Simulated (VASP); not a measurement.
A run of VASP 6.6.1:

The input INCAR:

```
SYSTEM = W2C
ALGO     = Normal         ! electronic algorithm
EDIFF    = 1E-6           ! SCF threshold, eV
ENCUT    = 600            ! plane-wave cutoff, eV
GGA      = RE             ! functional
GGA_COMPAT= .False.      
ISIF     = 2              ! what is computed and relaxed
ISMEAR   = -1             ! smearing method
LASPH    = .True.         ! aspherical terms in the spheres
LCHARG   = .True.         ! write CHGCAR
LELF     = .True.         ! ELF
LREAL    = .False.        ! projectors in reciprocal space
LVHAR    = .True.       
LWAVE    = .False.        ! write WAVECAR
NBANDS   = 23             ! bands
NELM     = 120            ! most SCF steps
PREC     = Accurate       ! precision mode
SIGMA    = 0.012          ! smearing width, eV
```

Contents of KPOINTS:

```
k-points
0
Gamma
  6 6 4
  0 0 0
```

Contents of POSCAR:

```
W2C
1.0
    3.0700456420      0.0000000000      0.0000000000
   -1.5350228210      2.6587375167      0.0000000000
    0.0000000000      0.0000000000      4.6784280000
W C
2 1
Direct
    0.3333333333      0.6666666667      0.7463310000
    0.6666666667      0.3333333333      0.2536690000
    0.0000000000      0.0000000000      0.0000000000
```

Potentials or basis: VASP PAW PBE potentials, release 64 (W_sv, C).

The run is started by

```sh
$ cat potpaw_PBE.64/W_sv/POTCAR potpaw_PBE.64/C/POTCAR > POTCAR
$ mpirun -np 1 vasp_std > vasp.out
```

Hardware: 1 thread of Intel(R) Xeon(R) Platinum 8375C CPU @ 2.90GHz (Ice Lake), with other jobs on the host.

Estimate the wall time of this run.

Run time: 38 s on 1 thread of Intel(R) Xeon(R) Platinum 8375C CPU @ 2.90GHz (Ice Lake), with other jobs on the host, peak memory 0.19 GiB. Counts: scf iterations 13, k points 24.
